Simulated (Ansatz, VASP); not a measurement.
# Two plane-wave programs on Ni

```
Ni
1.0
     3.85834    0.00000    0.00000
    -1.92917    3.34142    0.00000
     0.00000    0.00000    4.55769
Ni
4
Direct
  0.33333 0.66667 0.50000
  0.66667 0.33333 0.00000
  0.66667 0.33333 0.50000
  0.33333 0.66667 0.00000
```

Alike in both runs: functional r2SCAN; k mesh 6 × 6 × 4; occupations gaussian, width 0.1 eV; collinear spin.

Ansatz relaxed the structure, and its values are those at the end. VASP's run is a single point on that final structure, the one shown.

|  | VASP | Ansatz |
| --- | --- | --- |
| version | VASP 6.6.1 | Ansatz 0.2.0 |
| potentials or method | VASP PAW PBE potentials, release 64 (Ni), cutoff 520 eV | scalar-relativistic, plane waves, PAW |
| valence electrons in the cell | 40 | 72 |

Ansatz gave:

| Item | Value |
| --- | --- |
| gap on the k mesh at the Fermi level (eV) | none |
| pressure (GPa) | 0.0 |
| net moment per atom (μB) | 0.83 |
| size of the moment on the site where the two differ most (μB) | 0.89 |

**Question.** Which values does VASP return?

**Answer.** gap on the k mesh at the Fermi level (eV): none; pressure (GPa): 0.1; net moment per atom (μB): 0.81; size of the moment on the site where the two differ most (μB): 0.83.

VASP's potentials were made for PBE, not for r2SCAN. Site moments also hang on the region over which each program counts them. A gap of «none» marks a metal or a gap that the smearing closes. The functional is the same, so the differences come from potentials, cutoffs and numerics. VASP's potentials hold 40 valence electrons a cell and Ansatz's 72, so a difference there can come from the potentials and not from the codes.
